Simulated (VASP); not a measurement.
Ga:

```
Ga
1.0
     2.21789   -3.74191    0.00000
     2.21789    3.74191    0.00000
     0.00000    0.00000    4.42496
Ga
4
Cartesian
  2.2179 -2.5772 0.3803
  2.2179 -1.1648 2.5928
  2.2179 2.5772 4.0447
  2.2179 1.1648 1.8322
```

Base run:

```yaml
Program: VASP 6.6.1
Functional: LDA
Potentials_or_basis: VASP PAW LDA potentials, release 64 (Ga_d)
Cutoff: 520 eV
k_mesh: 8 × 8 × 7
Occupations: gaussian, width 0.1 eV
Spin: no spin polarisation
```

Its results: band gap on the k mesh zero (band 26 reaches 5.63 eV, above the bottom of band 27 at 4.58 eV); pressure 0.1 GPa; largest force 0.012 eV/Å.

**Question.** The run is repeated on the same cell with these changes: occupations from gaussian, width 0.1 eV to gaussian, width 1 eV. What comes out?

**Answer.** Band gap on the k mesh zero (band 26 reaches 5.62 eV, above the bottom of band 27 at 4.58 eV); pressure 1.1 GPa; largest force 0.057 eV/Å.
